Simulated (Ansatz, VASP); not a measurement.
AsH3: VASP beside Ansatz

```
As H
1.0
     5.82262    0.00000    0.00000
     0.00000    7.61924    0.00000
     0.00000    0.00000   30.06737
As H
1 3
Direct
  0.70907 0.08339 0.61634
  0.71418 0.94662 0.65374
  0.83544 0.21846 0.64484
  0.47436 0.15165 0.63114
```

Alike in both runs: task single point; functional PBE; dispersion D3(BJ); k mesh 3 × 2 × 1; occupations gaussian, width 0.05 eV; no spin polarisation.

```csv
,VASP,Ansatz
version,VASP 6.6.1,Ansatz 0.2.0
potentials or method,"VASP PAW PBE potentials, release 64 (As_d, H), cutoff 400 eV","scalar-relativistic, plane waves, PAW"
valence electrons in the cell,18,18
```

|  | VASP | Ansatz | Ansatz less VASP |
| --- | --- | --- | --- |
| gap on the k mesh at the Fermi level (eV) | 5.30 | 5.32 | +0.012 |
| rms of the force components (eV/Å) | 0.068 | 0.078 | +0.0099 |

Atom by atom the forces differ by 0.014 eV/Å (rms over components).
